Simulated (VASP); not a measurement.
A run of VASP 6.6.1:

INCAR

```
PREC = Accurate
ENCUT = 600
EDIFF = 1E-6
ISMEAR = 0
SIGMA = 0.1
LREAL = F
LASPH = T
NELM = 100
ALGO = Fast
ISIF = 4
LWAVE = F
LCHARG = F
GGA = PE
IBRION = 2
NSW = 50
EDIFFG = -0.01
```

The input KPOINTS:

```
regular mesh
0
Gamma
  18 18 10
```

Contents of POSCAR:

```
Re
1.0
    2.8293104403      0.0000000000      0.0000000000
   -1.4146552201      2.4502547165      0.0000000000
    0.0000000000      0.0000000000      4.5720743677
Re
2
Direct
    0.3333333333      0.6666666667      0.2500000000
    0.6666666667      0.3333333333      0.7500000000
```

Potentials or basis: VASP PAW PBE potentials, release 64 (Re).

The run is started by

```sh
$ cat potpaw_PBE.64/Re/POTCAR > POTCAR
$ mpirun -np 1 vasp_std > vasp.out
```

Hardware: 1 thread of Oxide Virtual Turin-like Processor, on a shared host.

**Question.** How long does it take, and how much memory?

**Answer.** Run time: 2.4 min on 1 thread of Oxide Virtual Turin-like Processor, with other jobs on the host, peak memory 0.21 GiB. Counts: scf iterations 24, k points 222, ion steps 3.
